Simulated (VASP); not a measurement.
Crystal: AlN.

```
CELL_PARAMETERS angstrom
0.00000 2.19846 2.19846
2.19846 0.00000 2.19846
2.19846 2.19846 0.00000
ATOMIC_POSITIONS crystal
Al 0.00000 0.00000 0.00000
N 0.25000 0.25000 0.25000
```

Base run:

```yaml
Program: VASP 6.6.1
Functional: SVWN5
Potentials_or_basis: VASP PAW PBE potentials, release 64 (Al, N)
Cutoff: 520 eV
k_mesh: 10 × 10 × 10
Occupations: fermi-dirac, width 0.05 eV
Spin: no spin polarisation
```

Its results: band gap on the k mesh 3.22 eV, indirect (least direct gap 4.05 eV); pressure -6.7 GPa.

After a change of settings the same cell gave: band gap on the k mesh 3.66 eV, indirect (least direct gap 4.30 eV); pressure 4.1 GPa. Which change was it?
A. functional from SVWN5 to BLYP
B. functional from SVWN5 to r2SCAN
C. functional from SVWN5 to LDA; potentials or basis from VASP PAW PBE potentials, release 64 (Al, N) to VASP PAW LDA potentials, release 64 (Al, N)
D. functional from SVWN5 to PBE

A.

BLYP binds less tightly than SVWN5, so the same cell stands under more pressure.

Caveats: the PAW data sets were made with another functional, which shifts forces and pressure a little.
